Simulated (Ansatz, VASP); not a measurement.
# HfSiO4: VASP beside Ansatz

```xyz
12
Lattice="-3.2642 3.2642 2.9616 3.2642 -3.2642 2.9616 3.2642 3.2642 -2.9616" Properties=species:S:1:pos:R:3 pbc="T T T"
Hf    0.0000    3.2642    1.4808
Hf    0.0000    0.0000    0.0000
Si    3.2642    0.0000    1.4808
Si    0.0000    0.0000    2.9616
O     3.2642    2.0508   -1.0701
O     4.4776    0.0000    0.4107
O     0.0000    1.2134    1.8915
O     2.0508    0.0000    0.4107
O     3.2642    1.2134    2.5509
O     1.2134    0.0000    4.0316
O     3.2642   -1.2134    2.5509
O     2.0508    3.2642    1.0701
```

Change from the starting cell: volume scaled by 0.98, ions relaxed.

Alike in both runs: functional PBE; k mesh 7 × 7 × 7; occupations fermi-dirac, width 0.02 eV; no spin polarisation.

Ansatz relaxed the structure, and its values are those at the end. VASP's run is a single point on that final structure, the one shown.

```csv
,VASP,Ansatz
version,VASP 6.6.1,Ansatz 0.2.0
potentials or method,"VASP PAW PBE potentials, release 64 (Hf_pv, Si, O)","plane-wave PAW, scalar-relativistic"
plane-wave cutoff (eV),520,420
valence electrons in the cell,76,108
```

```tsv
	VASP	Ansatz	Ansatz less VASP
gap on the k mesh at the Fermi level (eV)	5.53	5.58	+0.055
pressure (GPa)	10.4	12.2	+1.78
rms of the force components (eV/Å)	0.093	0.004	-0.0888
```

VASP's potentials hold 76 valence electrons a cell and Ansatz's 108, so a difference there can come from the potentials and not from the codes. Ansatz's warnings: stress scf threshold loose.

Spin-orbit coupling is off throughout.
